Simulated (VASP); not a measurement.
# Ta2Ru (P6/mmm) in VASP: further runs

The runs below take Ta2Ru through relaxation of cell and atoms, single point, with PBE.

Program: VASP 6.6.1. These are calculated values, not measurements. Logs are shortened: lines on timing, memory, paths and dates and some standing lists are left out, and cuts for length are marked.

### 1 The cell of the first run

It takes space group P6/mmm (No. 191, hexagonal). Conventional cell: a = 4.058 Å, b = 4.058 Å, c = 2.907 Å, α = 90.00°, β = 90.00°, γ = 120.00°. Within 3.1 Å of Ta (site symmetry -6m2) lie 5 Ta at 2.34 to 2.91 Å and 6 Ru at 2.76 Å. Ru (site symmetry 6/mmm) has 12 Ta at 2.76 Å and 2 Ru at 2.91 Å within 3.6 Å.

### 2 Relaxation of cell and atoms, PBE

INCAR

```
  ALGO = Fast
  EDIFF = 1E-6
  EDIFFG = -0.04
  ENCUT = 600
  GGA = PE
  IBRION = 2
  ISIF = 3
  ISMEAR = 0
  LASPH = T
  LCHARG = F
  LREAL = F
  LWAVE = F
  NELM = 100
  NSW = 90
  PREC = Accurate
  SIGMA = 0.1
```

KPOINTS

```
k-points
0
Gamma
  6 6 6
```

POSCAR

```
Ta2Ru
1.0
    4.0576983100      0.0000000000      0.0000000000
   -2.0288491500      3.5140698100      0.0000000000
    0.0000000000      0.0000000000      2.9065665400
Ta Ru
2 1
Direct
    0.3333333300      0.6666666700      0.5000000000
    0.6666666700      0.3333333300      0.5000000000
    0.0000000000      0.0000000000      0.0000000000
```

Potentials or basis: VASP PAW PBE potentials, release 64 (Ta_pv, Ru_pv).

Started as:

```
cat potpaw_PBE.64/Ta_pv/POTCAR potpaw_PBE.64/Ru_pv/POTCAR > POTCAR
mpirun -np 1 vasp_std > vasp.out
```

OUTCAR:

```text
EDIFF = 1E-6
   EDIFFG = -0.04
   ENCUT = 600
   GGA = PE
   IBRION = 2
   ISIF = 3
   ISMEAR = 0
   LASPH = T
   LREAL = F
   NELM = 100
   NSW = 90
   PREC = Accurate

 ion  position               nearest neighbor table
   1  0.333  0.667  0.500-   2 2.34   2 2.34   2 2.34   3 2.76   3 2.76   3 2.76   3 2.76   3 2.76
                             3 2.76
   2  0.667  0.333  0.500-   1 2.34   1 2.34   1 2.34   3 2.76   3 2.76   3 2.76   3 2.76   3 2.76
                             3 2.76
   3  0.000  0.000  0.000-   1 2.76   2 2.76   1 2.76   2 2.76   1 2.76   1 2.76   2 2.76   2 2.76
                             2 2.76   2 2.76   1 2.76   1 2.76

  LATTYP: Found a hexagonal cell.
 ALAT       =     4.0576983100
 C/A-ratio  =     0.7163091778

  Lattice vectors:

 A1 = (   4.0576983100,   0.0000000000,   0.0000000000)
 A2 = (  -2.0288491500,   3.5140698100,   0.0000000000)
 A3 = (   0.0000000000,   0.0000000000,   2.9065665400)

Analysis of symmetry for initial positions (statically):
=====================================================================
 Subroutine PRICEL returns:
 Original cell was already a primitive cell.

 Routine SETGRP: Setting up the symmetry group for a
 hexagonal supercell.

 Subroutine GETGRP returns: Found 24 space group operations
 (whereof 24 operations were pure point group operations)
 out of a pool of 24 trial point group operations.

The static configuration has the point symmetry D_6h.

Analysis of symmetry for dynamics (positions and initial velocities):
=====================================================================
 Subroutine PRICEL returns:
 Original cell was already a primitive cell.

 Routine SETGRP: Setting up the symmetry group for a
 hexagonal supercell.

 Subroutine GETGRP returns: Found 24 space group operations
 (whereof 24 operations were pure point group operations)
 out of a pool of 24 trial point group operations.

The dynamic configuration has the point symmetry D_6h.

 Subroutine INISYM returns: Found 24 space group operations
 (whereof 24 operations are pure point group operations),
 and found     1 'primitive' translations

----------------------------------------------------------------------------------------

                                     Primitive cell

  volume of cell :      41.4448

  direct lattice vectors                    reciprocal lattice vectors
     4.057698310  0.000000000  0.000000000     0.246445133  0.142285164  0.000000000
    -2.028849150  3.514069810  0.000000000     0.000000000  0.284570328  0.000000000
     0.000000000  0.000000000  2.906566540     0.000000000  0.000000000  0.344048549

  length of vectors
     4.057698310  4.057698301  2.906566540     0.284570328  0.284570328  0.344048549

  position of ions in fractional coordinates (direct lattice)
     0.333333330  0.666666670  0.500000000
     0.666666670  0.333333330  0.500000000
     0.000000000  0.000000000  0.000000000

  ion indices of the primitive-cell ions
   primitive index   ion index
                 1           1
                 2           2
                 3           3

----------------------------------------------------------------------------------------

 KPOINTS: k-points

Automatic generation of k-mesh.
 Grid dimensions read from file:
 generate k-points for:    6    6    6

 Generating k-lattice:

  Cartesian coordinates                     Fractional coordinates (reciprocal lattice)
     0.041074189  0.023714194  0.000000000     0.166666667  0.000000000  0.000000000
     0.000000000  0.047428388  0.000000000     0.000000000  0.166666667  0.000000000
     0.000000000  0.000000000  0.057341425     0.000000000  0.000000000  0.166666667

  Length of vectors
     0.047428388  0.047428388  0.057341425

  Shift w.r.t. Gamma in fractional coordinates (k-lattice)
     0.000000000  0.000000000  0.000000000

 Subroutine IBZKPT returns following result:
 ===========================================

 Found     28 irreducible k-points:

 Following reciprocal coordinates:
            Coordinates               Weight
  0.000000  0.000000  0.000000      1.000000
  0.166667 -0.000000  0.000000      6.000000
  0.333333 -0.000000  0.000000      6.000000
  0.500000  0.000000  0.000000      3.000000
  0.166667  0.166667  0.000000      6.000000
  0.333333  0.166667  0.000000     12.000000
[... 16 lines left out ...]
  0.166667 -0.000000  0.500000      6.000000
  0.333333 -0.000000  0.500000      6.000000
 [... further k-points ...]
   k-points           NKPTS =     28   k-points in BZ     NKDIM =     28   number of bands    NBANDS=     22
   number of dos      NEDOS =    301   number of ions     NIONS =      3
   total plane-waves  NPLWV =  24576
   dimension x,y,z NGX =    32 NGY =   32 NGZ =   24
   dimension x,y,z NGXF=    64 NGYF=   64 NGZF=   48
   ions per type =               2   1
   NGX,Y,Z   is equivalent  to a cutoff of  13.11, 13.11, 13.73 a.u.
   NGXF,Y,Z  is equivalent  to a cutoff of  26.22, 26.22, 27.45 a.u.
 SYSTEM =  unknown system
   PREC   = accura    normal or accurate (medium, high low for compatibility)
   ISTART =      0    job   : 0-new  1-cont  2-samecut
   ICHARG =      2    charge: 1-file 2-atom 10-const
   ISPIN  =      1    spin polarized calculation?
   LNONCOLLINEAR =      F non collinear calculations
   LSORBIT =      F    spin-orbit coupling
   LASPH  =      T    aspherical Exc in radial PAW
   ENCUT  =  600.0 eV  44.10 Ry    6.64 a.u.   8.10  8.10  5.81*2*pi/ulx,y,z
   NELM   =    100;   NELMIN=  2; NELMDL= -5     # of ELM steps
   EDIFF  = 0.1E-05   stopping-criterion for ELM
   LREAL  =      F    real-space projection
   EDIFFG = -.4E-01   stopping-criterion for IOM
   NSW    =     90    number of steps for IOM
   IBRION =      2    ionic relax: 0-MD 1-quasi-New 2-CG
   NFREE  =      1    steps in history (QN), initial steepest desc. (CG)
   ISIF   =      3    stress and relaxation
   ISYM   =      2    0-nonsym 1-usesym 2-fastsym
   POTIM  = 0.5000    time-step for ionic-motion
   TEBEG  =    0.0;   TEEND  =   0.0 temperature during run
   PSTRESS=    0.0 pullay stress
   NELECT =      36.0000    total number of electrons
   NUPDOWN=      -1.0000    fix difference up-down
   EMIN   =  10.00;   EMAX   =-10.00  energy-range for DOS
   EFERMI =   0.00;   METHOD = LEGACY
   ISMEAR =     0;   SIGMA  =   0.10  broadening in eV -4-tet -1-fermi 0-gaus
   EFERMI_NEDOS =   21; number of points for ismear=-14 and -15
   IALGO  =     68    algorithm
   IMIX   =      4    mixing-type and parameters
     AMIX     =   0.40;   BMIX     =  1.00
     AMIX_MAG =   1.60;   BMIX_MAG =  1.00
  volume/ion in A,a.u.               =      13.81        93.23
  Fermi-wavevector in a.u.,A,eV,Ry     =   1.562016  2.951783 33.196781  2.439895
  Thomas-Fermi vector in A             =   2.664997
   LORBIT       =      0    0 simple, 1 ext, 2 COOP (PROOUT), +10 PAW based schemes
   GGA     = PE    functional components
   LHFCALC =     F    Hartree Fock is set to
   AEXX    =    0.0000 exact exchange contribution
   IVDW    =     0    specifies the selected vdW correction
   LEPSILON=     F    determine dielectric tensor
   LRPA    =     F    only Hartree local field effects (RPA)
 conjugate gradient relaxation of ions
 non-spin polarized calculation
 RMM-DIIS sequential band-by-band and
 Gauss-broadening in eV      SIGMA  =   0.10
  energy-cutoff  :      600.00
  volume of cell :       41.44
 maximum number of plane-waves:      1394
   NGX = 17   NGY = 17   NGZ = 11

--------------------------------------- Ionic step        1  -------------------------------------------

 number of electron      36.0000005 magnetization

 Free energy of the ion-electron system (eV)
  ---------------------------------------------------
  ext. energy  EPLUGINS =         0.00000000
  ---------------------------------------------------
  free energy    TOTEN  =       -29.15385751 eV

  energy without entropy =      -29.14168992  energy(sigma->0) =      -29.14777371

 E-fermi :  10.0077     XC(G=0): -13.9890

 val. band max:        9.9973707176   @ k =   0.1667  -0.0000   0.1667
 cond. band min:      10.0141064003   @ k =   0.0000   0.0000   0.1667
 fundamental gap:      0.0167356827
 Fermi energy:        10.0077474517
[... 1282 lines left out ...]
--------------------------------------- Ionic step        3  -------------------------------------------

 number of electron      35.9999991 magnetization

------------------------ aborting loop EDIFF was not reached (unconverged)  ----------------------------

  FORCE on cell =-STRESS in cart. coord.  units (eV):
  Direction    XX          YY          ZZ          XY          YZ          ZX
  --------------------------------------------------------------------------------------
  -------------------------------------------------------------------------------------
  Total       -1.9783344     -1.9783344     -7.3330475     -0.0000000     -0.0000000      0.0000000
  in kB      -58.1286566    -58.1286563   -215.4641839     -0.0000001     -0.0000000      0.0000000
  external PRESSURE =    -110.5738323 kB  Pullay stress =       0.0000000 kB
[... 18 lines left out ...]
  FREE ENERGIE OF THE ION-ELECTRON SYSTEM (eV)
  ---------------------------------------------------
  free  energy   TOTEN  =       -31.3430208070 eV

  energy  without entropy=      -31.3089683990  energy(sigma->0) =      -31.32599460

[... ionic steps 4 to 9 ...]

--------------------------------------- Ionic step       10  -------------------------------------------

 number of electron      35.9999998 magnetization

------------------------ aborting loop because EDIFF is reached ----------------------------------------
[... 69 lines left out ...]
--------------------------------------- Ionic step       12  -------------------------------------------

 number of electron      35.9999998 magnetization

 Free energy of the ion-electron system (eV)
  ---------------------------------------------------
  ext. energy  EPLUGINS =         0.00000000
  ---------------------------------------------------
  free energy    TOTEN  =       -31.68716636 eV

  energy without entropy =      -31.65447024  energy(sigma->0) =      -31.67081830

 E-fermi :   7.4921     XC(G=0): -12.9177

 val. band max:        7.4911460437   @ k =   0.3333   0.1667   0.1667
 cond. band min:       7.5076450816   @ k =   0.3333  -0.0000   0.5000
 fundamental gap:      0.0164990379
 Fermi energy:         7.4920986389
[... 630 lines left out ...]
  FREE ENERGIE OF THE ION-ELECTRON SYSTEM (eV)
  ---------------------------------------------------
  free  energy   TOTEN  =       -31.6871663568 eV

  energy  without entropy=      -31.6544702377  energy(sigma->0) =      -31.67081830

 reached required accuracy - stopping structural energy minimisation
```

It took 4.1 min on 1 thread of Intel Xeon 6975P-C, shared host; peak memory 0.19 GiB.

What came out:

- Free energy: -31.6872 eV
- Relaxed volume: 16.84 Å³/atom
- Relaxed cell: a = 4.587 Å, b = 4.587 Å, c = 2.772 Å, α = 90.00°, β = 90.00°, γ = 120.00°
- Space group after relaxing (to 0.05 Å): P6/mmm (No. 191)
- Energy gained by relaxing: 844.4 meV/atom
- Ionic steps: 12
- Pressure after relaxing: 0.0 GPa
- Band gap on the k mesh: zero (band 18 reaches 8.67 eV, above the bottom of band 19 at 6.94 eV)

Stress tensor (GPa, compression positive):
```
-0.02  0.00  0.00
 0.00 -0.02  0.00
 0.00  0.00  0.06
```

The path:
| step | energy change (eV) | largest force (eV/Å) | pressure (GPa) | volume (Å³) |
| --- | --- | --- | --- | --- |
| 1 | 0.0000 | 0.0000 | 68.41 | 41.44 |
| 2 | 3.6264 | 0.0000 | -33.95 | 86.32 |
| 3 | -2.1892 | 0.0000 | -11.06 | 54.53 |
| 4 | -2.2523 | 0.0000 | -7.96 | 53.04 |
| 5 | -2.2620 | 0.0000 | -4.24 | 51.97 |
| 6 | -2.2624 | 0.0000 | -5.08 | 52.19 |
| 7 | -2.5154 | 0.0000 | 2.93 | 49.93 |
| 8 | -2.5330 | 0.0000 | 0.64 | 50.36 |
| 9 | -2.5330 | 0.0000 | 0.43 | 50.40 |
| 10 | -2.5329 | 0.0000 | -0.68 | 50.68 |
| 11 | -2.5332 | 0.0000 | -0.10 | 50.54 |
| 12 | -2.5333 | 0.0000 | 0.01 | 50.52 |

Final structure:
```xyz
3
Lattice="4.5873 0.0000 0.0000 -2.2936 3.9727 0.0000 0.0000 0.0000 2.7721" Properties=species:S:1:pos:R:3 pbc="T T T"
Ta    0.0000    2.6485    1.3861
Ta    2.2936    1.3242    1.3861
Ru    4.5873    0.0000    0.0000
```

Levels at points of the mesh, in eV from the Fermi level:
| k point | band 14 | band 15 | band 16 | band 17 | band 18 | band 19 | band 20 | band 21 | band 22 |
| --- | --- | --- | --- | --- | --- | --- | --- | --- | --- |
| (0.00, 0.00, 0.00) | -1.66 | -1.58 | -1.58 | -1.35 | -0.31 | -0.31 | 0.35 | 0.35 | 2.52 |
| (0.50, 0.00, 0.00) | -2.24 | -1.90 | -1.77 | -0.91 | -0.65 | -0.21 | 1.17 | 1.28 | 2.76 |
| (0.00, 0.00, 0.50) | -3.87 | -2.40 | 0.39 | 0.39 | 1.18 | 1.18 | 1.51 | 1.51 | 3.27 |
| (0.50, 0.00, 0.50) | -1.96 | -1.88 | -1.43 | -1.38 | 0.27 | 0.58 | 1.34 | 1.86 | 3.47 |

Caveat: the k points lie up to 0.38 Å⁻¹ apart in the final cell; the volume moved by over 15 % at a fixed basis, so the end points are rough; spin-orbit coupling is left out, which moves the levels of the heavy elements.

### 3 Single point, PBE

This run uses another cell than the first one, of 16.82 Å³/atom, 1.218 times its volume.

INCAR

```
SYSTEM = Ta2Ru
PREC = Accurate ; ENCUT = 520
EDIFF = 1E-6 ; ISMEAR = 0
SIGMA = 0.1 ; LREAL = .False.
LASPH = .True. ; NELM = 100
ALGO = Fast ; ISIF = 2
LWAVE = .False. ; LCHARG = .False.
GGA = PE ; NBANDS = 25
```

KPOINTS

```
regular mesh
0
Gamma
  12 12 16
  0 0 0
```

POSCAR

```
Ta2Ru
1.0
    4.5806975886      0.0000000000      0.0000000000
   -2.2903487943      3.9670004788      0.0000000000
    0.0000000000      0.0000000000      2.7769196701
Ta Ru
2 1
Direct
    0.3333333333      0.6666666667      0.5000000000
    0.6666666667      0.3333333333      0.5000000000
    0.0000000000      0.0000000000      0.0000000000
```

Potentials or basis: VASP PAW PBE potentials, release 64 (Ta_pv, Ru_pv).

Started as:

```
cat potpaw_PBE.64/Ta_pv/POTCAR potpaw_PBE.64/Ru_pv/POTCAR > POTCAR
mpirun -np 1 vasp_std > vasp.out
```

Wall time 2.3 min (1 thread of Intel Xeon 6975P-C, shared host); peak memory 0.33 GiB.

It converged, with:

* Free energy: -31.7478 eV
* Pressure: 0.2 GPa
* Band gap on the k mesh: zero (band 18 reaches 8.69 eV, above the bottom of band 19 at 6.96 eV)

Stress tensor (GPa, compression positive):
```
0.28 0.00 0.00
0.00 0.28 0.00
0.00 0.00 0.17
```

Levels at points of the mesh, in eV from the Fermi level:
```
           k point  band 15  band 16  band 17  band 18  band 19  band 20  band 21  band 22
(0.00, 0.00, 0.00)    -1.56    -1.56    -1.32    -0.29    -0.29     0.38     0.38     2.48
(0.50, 0.00, 0.00)    -1.89    -1.78    -0.90    -0.65    -0.19     1.19     1.30     2.72
(0.00, 0.00, 0.50)    -2.42     0.39     0.39     1.19     1.19     1.53     1.53     3.28
(0.50, 0.00, 0.50)    -1.88    -1.43    -1.39     0.29     0.60     1.36     1.89     3.49
```

Caveat: spin-orbit coupling is left out, which moves the levels of the heavy elements.

(Part 1 of 2 ends here.)
